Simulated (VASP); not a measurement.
Wanted: the native input for a VASP 6.6.1 run.

- Task: single point
- Functional: PBE
- Potentials or basis: VASP PAW PBE potentials, release 64 (Si, N)
- Cutoff: 520 eV
- k mesh: 6 × 6 × 6
- Occupations: gaussian, width 0.1 eV
- Spin: no spin polarisation
- Dipole correction: no
- Further INCAR settings: ALGO = Normal; EDIFF = 1e-06; NBANDS = 25

The structure of Si3N4 lies in POSCAR:

```
Si3N4
1.0
    5.5111471400      0.0000000000      0.0000000000
   -2.7555735700      4.7727934300      0.0000000000
    0.0000000000      0.0000000000      2.7004621000
Si N
3 4
Direct
    0.8333333300      0.1666666700      0.0000000000
    0.8333333300      0.6666666700      0.0000000000
    0.3333333300      0.1666666700      0.0000000000
    0.0000000000      0.5000000000      0.5000000000
    0.0000000000      0.0000000000      0.5000000000
    0.5000000000      0.5000000000      0.5000000000
    0.5000000000      0.0000000000      0.5000000000
```

These files were run (other wordings do the same):

INCAR

```
PREC = Accurate
ENCUT = 520
EDIFF = 1E-6
ISMEAR = 0
SIGMA = 0.1
LREAL = F
LASPH = T
NELM = 80
ALGO = Normal
ISIF = 2
LWAVE = F
LCHARG = F
GGA = PE
NBANDS = 25
```

KPOINTS

```
Automatic mesh
0
Gamma
  6 6 6
```

Potentials or basis: VASP PAW PBE potentials, release 64 (Si, N).

Command:

```sh
$ cat potpaw_PBE.64/Si/POTCAR potpaw_PBE.64/N/POTCAR > POTCAR
$ mpirun -np 1 vasp_std > vasp.out
```

It gave:

```json
{
  "Pressure": "-21.6 GPa",
  "Largest force": "2.296 eV/Å",
  "Band gap on the k mesh": "zero (band 16 reaches 8.13 eV, above the bottom of band 17 at 7.42 eV)"
}
```

Caveat: the k points lie up to 0.39 Å⁻¹ apart; forces of over 1 eV/Å act on the atoms, so gaps and moduli don't describe the material at rest.

It took 23 s on 1 thread of Intel(R) Xeon(R) 6975P-C (Granite Rapids) (shared host), peak memory 0.19 GiB.
